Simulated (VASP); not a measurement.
Set up this calculation in VASP 6.6.1, as the native input.

```
Task                   : single point
Functional             : PBE
Potentials or basis    : VASP PAW PBE potentials, release 64 (Ca_sv, Zr_sv, N)
Cutoff                 : 600 eV
k mesh                 : 12 × 12 × 2
Occupations            : gaussian, width 0.1 eV
Spin                   : no spin polarisation
Dipole correction      : no
Further INCAR settings : ALGO = Normal; EDIFF = 1e-06; NBANDS = 48
```

The structure of Ca3Zr3N2 lies in POSCAR:

```
Ca3Zr3N2
1.0
    3.3197271963      0.0000000000      0.0000000000
   -1.6598635981      2.8749680856      0.0000000000
    0.0000000000      0.0000000000     16.4715302023
Ca Zr N
3 3 2
Direct
    0.6666666667      0.3333333333      0.3176806324
    0.3333333333      0.6666666667      0.6823193676
    0.0000000000      0.0000000000      0.5000000000
    0.0000000000      0.0000000000      0.0000000000
    0.3333333333      0.6666666667      0.1464363139
    0.6666666667      0.3333333333      0.8535636861
    0.3333333333      0.6666666667      0.9197630307
    0.6666666667      0.3333333333      0.0802369693
```

These files were run (other wordings do the same):

INCAR

```
SYSTEM = Ca3Zr3N2
  PREC = Accurate
  ENCUT = 600
  EDIFF = 1E-6
  ISMEAR = 0
  SIGMA = 0.1
  LREAL = .False.
  LASPH = .True.
  NELM = 120
  ALGO = Normal
  ISIF = 2
  LWAVE = .False.
  LCHARG = .False.
  GGA = PE
  NBANDS = 48
  GGA_COMPAT = .False.
```

KPOINTS

```
regular mesh
0
Gamma
  12 12 2
  0 0 0
```

Potentials or basis: VASP PAW PBE potentials, release 64 (Ca_sv, Zr_sv, N).

Run with:

```bash
$ cat potpaw_PBE.64/Ca_sv/POTCAR potpaw_PBE.64/Zr_sv/POTCAR potpaw_PBE.64/N/POTCAR > POTCAR
$ mpirun -np 1 vasp_std > vasp.out
```

Results of the run:

```json
{
  "Pressure": "9.5 GPa",
  "Largest force": "0.025 eV/Å",
  "Band gap on the k mesh": "zero (bands 38 and 39 overlap by 0.40 eV)"
}
```

Caveat: the cell stands under pressure.

Wall time 13 min on 1 thread of Oxide Virtual Turin-like Processor, with other jobs on the host, peak memory 0.48 GiB.
